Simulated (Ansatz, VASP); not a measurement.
## Nb: VASP beside Ansatz

```
Nb
1.0
    -1.65035    1.65035    1.65035
     1.65035   -1.65035    1.65035
     1.65035    1.65035   -1.65035
Nb
1
Direct
  0.00000 0.00000 0.00000
```

Alike in both runs: task relaxation of cell and atoms; functional LDA; k mesh 18 × 18 × 18; occupations fermi-dirac, width 0.1 eV; no spin polarisation.

|  | VASP | Ansatz |
| --- | --- | --- |
| version | VASP 6.6.1 | Ansatz 0.2.0 |
| potentials or method | VASP PAW LDA potentials, release 64 (Nb_sv) | PAW with Ansatz's default frozen-core files, scalar-relativistic |
| plane-wave cutoff (eV) | 600 | 420 |
| valence electrons in the cell | 13 | 13 |

|  | VASP | Ansatz | Ansatz less VASP |
| --- | --- | --- | --- |
| relaxed volume (Å³/atom) | 17.14 | 17.15 | +0.006 |
| relaxed cell length with the largest relative difference (Å) | 2.813 | 2.814 | +0.0003 |

LDA's correlation is that of Perdew and Zunger in VASP and of Perdew and Wang (1992) in Ansatz.
